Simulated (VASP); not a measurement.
Write the native input for VASP 6.6.1 that does the following.

```yaml
Task: single point
Functional: r2SCAN
Potentials_or_basis: VASP PAW PBE potentials, release 64 (Sr_sv)
Cutoff: 520 eV
k_mesh: 12 × 12 × 8
Occupations: gaussian, width 0.15 eV
Spin: no spin polarisation
Dipole_correction: no
Further_INCAR_settings: ALGO = Normal; EDIFF = 1e-06; NBANDS = 17
```

Sr:

```xyz
2
Lattice="4.1376 0.0000 0.0000 -2.0688 3.5833 0.0000 0.0000 0.0000 6.7680" Properties=species:S:1:pos:R:3 pbc="T T T"
Sr    0.0000    2.3888    1.6920
Sr    2.0688    1.1944    5.0760
```

This cell differs from its parent crystal: strain -0.040 along x and y, -0.040 along z.

These files were run (other wordings do the same):

POSCAR

```
Sr
1.0
    4.1376002118      0.0000000000      0.0000000000
   -2.0688001059      3.5832668942      0.0000000000
    0.0000000000      0.0000000000      6.7680000000
Sr
2
Direct
    0.3333333333      0.6666666667      0.2500000000
    0.6666666667      0.3333333333      0.7500000000
```

INCAR.step1

```
SYSTEM = Sr
PREC     = Accurate       ! precision mode
ENCUT    = 520            ! plane-wave cutoff, eV
ISMEAR   = 0              ! smearing method
SIGMA    = 0.15           ! smearing width, eV
LREAL    = .FALSE.        ! projectors in reciprocal space
LASPH    = .TRUE.         ! aspherical terms in the spheres
NELM     = 60             ! most SCF steps
NBANDS   = 17             ! bands
GGA      = PE             ! functional
ALGO     = Normal         ! electronic algorithm
EDIFF    = 1E-4           ! SCF threshold, eV
LWAVE    = .TRUE.         ! write WAVECAR
LCHARG   = .FALSE.        ! write CHGCAR
```

INCAR.step2

```
SYSTEM = Sr
PREC     = Accurate       ! precision mode
ENCUT    = 520            ! plane-wave cutoff, eV
EDIFF    = 1E-6           ! SCF threshold, eV
ISMEAR   = 0              ! smearing method
SIGMA    = 0.15           ! smearing width, eV
LREAL    = .FALSE.        ! projectors in reciprocal space
LASPH    = .TRUE.         ! aspherical terms in the spheres
NELM     = 60             ! most SCF steps
ALGO     = Normal         ! electronic algorithm
ISIF     = 2              ! what is computed and relaxed
LWAVE    = .FALSE.        ! write WAVECAR
LCHARG   = .FALSE.        ! write CHGCAR
METAGGA  = R2SCAN         ! meta-GGA
LMIXTAU  = .TRUE.       
NBANDS   = 17             ! bands
ISTART   = 1
```

KPOINTS

```
Automatic mesh
0
G
  12 12 8
  0 0 0
```

Potentials or basis: VASP PAW PBE potentials, release 64 (Sr_sv).

Command:

```sh
$ cat potpaw_PBE.64/Sr_sv/POTCAR > POTCAR
$ cp INCAR.step1 INCAR
$ mpirun -np 1 vasp_std > vasp.out
$ cp INCAR.step2 INCAR
$ mpirun -np 1 vasp_std > vasp.out
```

Results of the run:

```yaml
Pressure: 1.9 GPa
Band_gap_on_the_k_mesh: zero (bands 10 and 11 overlap by 0.34 eV)
```

Caveat: the cell differs from its parent crystal (strain -0.040 along x and y, -0.040 along z); the PAW data sets were made with another functional, which shifts forces and pressure a little.

Run time: 5.1 min on 1 thread of Intel(R) Xeon(R) 6975P-C (Granite Rapids) (shared host), peak memory 0.32 GiB.
